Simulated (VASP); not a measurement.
Here is a VASP 6.6.1 calculation.

Contents of INCAR:

```
SYSTEM = BaZrO3
PREC = Accurate
ENCUT = 520
EDIFF = 1E-6
ISMEAR = 0
SIGMA = 0.05
LREAL = .False.
LASPH = .True.
NELM = 80
ALGO = Normal
ISIF = 2
LWAVE = .False.
LCHARG = .False.
GGA = PE
NBANDS = 28
```

Contents of KPOINTS:

```
regular mesh
0
Gamma
  8 8 8
  0 0 0
```

Contents of POSCAR:

```
BaZrO3
1.0
    4.1712378073      0.0000000000      0.0000000000
    0.0000000000      4.1712378073      0.0000000000
    0.0000000000      0.0000000000      4.1712378073
Ba Zr O
1 1 3
Direct
    0.0000000000      0.0000000000      0.0000000000
    0.5000000000      0.5000000000      0.5000000000
    0.0000000000      0.5000000000      0.5000000000
    0.5000000000      0.5000000000      0.0000000000
    0.5000000000      0.0000000000      0.5000000000
```

Potentials or basis: VASP PAW PBE potentials, release 64 (Ba_sv, Zr_sv, O).

The run is started by

```bash
$ cat potpaw_PBE.64/Ba_sv/POTCAR potpaw_PBE.64/Zr_sv/POTCAR potpaw_PBE.64/O/POTCAR > POTCAR
$ mpirun -np 1 vasp_std > vasp.out
```

Question: Predict the band gap on the k mesh.

Answer: 3.22 eV (least direct gap 3.43 eV).

Question: Estimate the pressure.

Answer: 7.6 GPa.

Caveat: the cell stands under pressure; spin-orbit coupling is left out, which moves the levels of the heavy elements. A k mesh can miss the band edges.
